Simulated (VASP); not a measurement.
# BeTe: single point with PBEsol

Crystal: BeTe.

```
CELL_PARAMETERS angstrom
0.00000 2.78834 2.78834
2.78834 0.00000 2.78834
2.78834 2.78834 0.00000
ATOMIC_POSITIONS crystal
Te 0.75000 0.75000 0.75000
Be 0.00000 0.00000 0.00000
```

This cell differs from its parent crystal: volume scaled by 1.02.

* Program: VASP 6.6.1
* Task: single point
* Functional: PBEsol
* Potentials or basis: VASP PAW PBE potentials, release 64 (Te, Be)
* Cutoff: 520 eV
* k mesh: 8 × 8 × 8
* Occupations: fermi-dirac, width 0.05 eV
* Spin: no spin polarisation

| Item | Value |
| --- | --- |
| Pressure | 1.2 GPa |
| Band gap on the k mesh | 1.78 eV, indirect (least direct gap 3.57 eV) |

Levels at points of the mesh, in eV from the valence-band top:
```
           k point  band 1  band 2  band 3  band 4  band 5  band 6  band 7  band 8
(0.00, 0.00, 0.00)  -12.53    0.00    0.00    0.00    3.57    3.57    3.57    3.95
(0.50, 0.00, 0.00)  -11.11   -5.77   -1.18   -1.18    3.11    4.54    4.54    7.65
(0.50, 0.50, 0.00)  -10.59   -5.29   -2.77   -2.77    1.78    2.57    9.89    9.89
```

Run time: 9.7 s on 1 thread of Intel(R) Xeon(R) 6975P-C (Granite Rapids) (shared host), peak memory 0.16 GiB.

Caveat: the PAW data sets were made with another functional, which shifts forces and pressure a little; spin-orbit coupling is left out, which moves the levels of the heavy elements. A k mesh can miss the band edges.
